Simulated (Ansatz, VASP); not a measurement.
**One calculation of CaCdF4, two programs**

```
CELL_PARAMETERS angstrom
1.91200 1.10389 6.26643
-1.91200 1.10389 6.26643
0.00000 -2.20779 6.26643
ATOMIC_POSITIONS crystal
Cd 0.00000 0.00000 0.00000
F 0.12448 0.12448 0.12448
F 0.37464 0.37464 0.37464
F 0.62536 0.62536 0.62536
F 0.87552 0.87552 0.87552
Ca 0.50000 0.50000 0.50000
```

Alike in both runs: task single point; functional PBE; k mesh 8 × 8 × 8; non-collinear spin, spin-orbit coupling.

|  | VASP | Ansatz |
| --- | --- | --- |
| version | VASP 6.6.1 | Ansatz 0.2.0 |
| potentials or method | VASP PAW PBE potentials, release 64 (Cd, F, Ca_sv) | plane waves, PAW |
| plane-wave cutoff (eV) | 520 | 420 |
| occupations | gaussian, width 0.01 eV | fixed |
| valence electrons in the cell | 50 | 58 |

Ansatz gave:

- pressure (GPa): 4.4
- rms of the force components (eV/Å): 0.036

Problem. What did VASP give for the same quantities?

Solution. Pressure (GPa): 4.9; rms of the force components (eV/Å): 0.042.

VASP's potentials hold 50 valence electrons a cell and Ansatz's 58, so a difference there can come from the potentials and not from the codes.
